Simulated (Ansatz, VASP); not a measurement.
**Hf in VASP and in Ansatz**

```xyz
1
Lattice="0.0000 2.2200 2.2200 2.2200 0.0000 2.2200 2.2200 2.2200 0.0000" Properties=species:S:1:pos:R:3 pbc="T T T"
Hf    0.0000    0.0000    0.0000
```

Alike in both runs: functional PBEsol; k mesh 9 × 9 × 9; occupations fermi-dirac, width 0.05 eV; no spin polarisation.

|  | VASP | Ansatz |
| --- | --- | --- |
| version | VASP 6.6.1 | Ansatz 0.2.0 |
| potentials or method | VASP PAW PBE potentials, release 64 (Hf_pv) | Ansatz PAW |
| plane-wave cutoff (eV) | 520 | 420 |
| valence electrons in the cell | 10 | 26 |
| task | single point | band structure |

VASP gave:

- gap on the k mesh at the Fermi level (eV): none
- pressure (GPa): -1.3

What did Ansatz give for the same quantities?

gap on the k mesh at the Fermi level (eV): none; pressure (GPa): -1.0.

VASP's potentials were made for PBE, not for PBEsol. A gap of «none» marks a metal or a gap that the smearing closes. With one functional, cell and mesh, what is left measures potentials, basis and numerics. VASP's potentials hold 10 valence electrons a cell and Ansatz's 26, so a difference there can come from the potentials and not from the codes.

Spin-orbit coupling is off throughout.
